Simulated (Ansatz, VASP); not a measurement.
Two plane-wave programs on Be4S

```xyz
10
Lattice="-3.4813 0.2870 -0.5286 -0.3215 -5.7125 -0.6147 0.9786 0.8763 5.7946" Properties=species:S:1:pos:R:3 pbc="T T T"
Be    0.2674   -3.1546    3.7738
Be   -2.8132   -2.8083    0.7626
Be   -1.5808   -4.8901    3.3099
Be   -1.1780   -4.3564    0.9864
Be   -2.8350   -4.9147   -0.2788
Be   -1.1035   -0.5850    2.2561
Be   -3.1154   -4.6108    1.8099
Be    0.2954    0.6704    5.4636
S    -1.4269   -1.8960    3.8363
S    -0.9525   -1.9131    0.7222
```

Change from the starting cell: the structure that the rattled cell fell into.

Alike in both runs: task relaxation of cell and atoms; functional PBE; k mesh 6 × 4 × 4; occupations gaussian, width 0.1 eV; no spin polarisation.

```csv
,VASP,Ansatz
version,VASP 6.6.1,Ansatz 0.2.0
potentials or method,"VASP PAW PBE potentials, release 64 (Be, S), cutoff 600 eV","scalar-relativistic, plane waves, PAW"
valence electrons in the cell,28,28
```

Ansatz gave:

| Item | Value |
| --- | --- |
| gap on the k mesh at the Fermi level, each at its own relaxed structure (eV) | none |
| relaxed volume (Å³/atom) | 11.15 |
| relaxed cell length with the largest relative difference (Å) | 6.051 |

Question: Which values does VASP return?

Answer: gap on the k mesh at the Fermi level, each at its own relaxed structure (eV): none; relaxed volume (Å³/atom): 11.16; relaxed cell length with the largest relative difference (Å): 6.064.

A gap of «none» marks a metal or a gap that the smearing closes.
